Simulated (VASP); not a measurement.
Wanted: the native input for a VASP 6.6.1 run.

```
Task                   : single point
Functional             : PBEsol
Potentials or basis    : VASP PAW PBE potentials, release 64 (Li_sv)
Cutoff                 : 520 eV
k mesh                 : 18 × 18 × 10
Occupations            : gaussian, width 0.15 eV
Spin                   : no spin polarisation
Dipole correction      : no
Further INCAR settings : ALGO = Normal; EDIFF = 1e-06; NBANDS = 10
```

The structure of Li lies in POSCAR:

```
Li
1.0
    2.9710070548      0.0000000000      0.0000000000
   -1.4855035274      2.5729675843      0.0000000000
    0.0000000000      0.0000000000      5.0930000000
Li
2
Direct
    0.3333333333      0.6666666667      0.2500000000
    0.6666666667      0.3333333333      0.7500000000
```

This isn't the form of Li at room conditions, which is bcc.

This cell differs from its parent crystal: strain -0.0450 x Voigt [1, 1, 0, 0, 0, 0].

The input as run:

INCAR

```
PREC = Accurate ; ENCUT = 520
EDIFF = 1E-6 ; ISMEAR = 0
SIGMA = 0.15 ; LREAL = F
LASPH = T ; NELM = 80
ALGO = Normal ; ISIF = 2
LWAVE = F ; LCHARG = F
GGA = PS ; NBANDS = 10
```

KPOINTS

```
Automatic mesh
0
Gamma
  18 18 10
```

Potentials or basis: VASP PAW PBE potentials, release 64 (Li_sv).

Run with:

```sh
$ cat potpaw_PBE.64/Li_sv/POTCAR > POTCAR
$ mpirun -np 1 vasp_std > vasp.out
```

Results of the run:

```json
{
  "Band gap on the k mesh": "zero (bands 3 and 4 overlap by 4.91 eV)"
}
```

Caveat: the cell differs from its parent crystal (strain -0.0450 x Voigt [1, 1, 0, 0, 0, 0]).

Run time: 53 s on 1 thread of Intel(R) Xeon(R) 6975P-C (Granite Rapids), with other jobs on the host, peak memory 0.19 GiB.
